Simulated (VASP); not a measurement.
Runs of VASP 6.6.1 on Ga. The structure is that of space group Im-3m (No. 229), or close to it. The cells are those of the table. 

```csv
cell,gap on the mesh (eV),pressure (GPa)
"a = 2.580 Å, angles 109.5°, 1 atom",none,34.2
"a = 2.667 Å, angles 109.5°, 1 atom",none,17.1
"a = 2.384 Å, angles 109.5°, 1 atom",none,112.7
"a = 2.166 Å, angles 109.5°, 1 atom",none,(b)
"a = 2.486 Å, angles 109.5°, 1 atom",none,(a)
"a = 2.273 Å, angles 109.5°, 1 atom",none,202.3
```

Alike in all rows: task single point; level LDA; potentials or basis VASP PAW LDA potentials, release 64 (Ga_d); no spin polarisation; k mesh 16 × 16 × 16; cutoff (eV) 520; smearing fermi-dirac 0.05 eV.

Task: Estimate the missing entries.

Result: (a) 63.1; (b) 347.6.

A k mesh can miss the band edges, and the runs leave out spin-orbit coupling on Ga.

A gap of «none» marks levels without a gap at the run's occupations.
